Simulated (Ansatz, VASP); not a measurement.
## CS2: VASP beside Ansatz

```xyz
24
Lattice="9.2832 0.0000 0.0000 0.0000 9.2832 0.0000 0.0000 0.0000 9.2832" Properties=species:S:1:pos:R:3 pbc="T T T"
S     5.2005    2.4523    6.7396
S     6.0501    1.5763    3.8585
S     8.4485    5.5193    4.3247
S     8.8661    3.5660    6.7364
S     2.9035    8.9633    2.4258
S     4.8785    7.8431    0.2838
S     8.6628    8.1413    1.9803
S     7.5331   10.4976    0.2663
S     5.1067    6.7808    4.9450
S     2.7888    4.8595    4.1153
S     9.2917    4.3562    1.0225
S     6.1781    4.6537    0.8656
S     2.0237    1.3643    8.3286
S     1.2085    0.4069    5.4708
S    -1.3863    7.3827    7.4983
S     1.6211    6.7084    7.9839
C     5.6265    2.0138    5.2992
C     8.6551    4.5348    5.5282
C     3.8867    8.4002    1.3527
C     8.0907    9.3215    1.1287
C     3.9485    5.8193    4.5306
C     7.7352    4.5076    0.9396
C     1.6298    0.8835    6.8961
C     0.1160    7.0440    7.7477
```

Alike in both runs: functional PBE; dispersion D3(BJ); k mesh 1 × 1 × 1; occupations fermi-dirac, width 0.02 eV; no spin polarisation.

Ansatz relaxed the structure, and its values are those at the end. VASP's run is a single point on that final structure, the one shown.

|  | VASP | Ansatz |
| --- | --- | --- |
| version | VASP 6.6.1 | Ansatz 0.2.0 |
| potentials or method | VASP PAW PBE potentials, release 64 (S, C), cutoff 520 eV | scalar-relativistic, plane waves, PAW |
| valence electrons in the cell | 128 | 128 |

Ansatz gave:

| Quantity | Value |
| --- | --- |
| rms of the force components (eV/Å) | 0.081 |

Task: Estimate VASP's values.

Result: rms of the force components (eV/Å): 0.186.

One of these differences is far larger than is usual between the two programs; its cause wasn't traced.
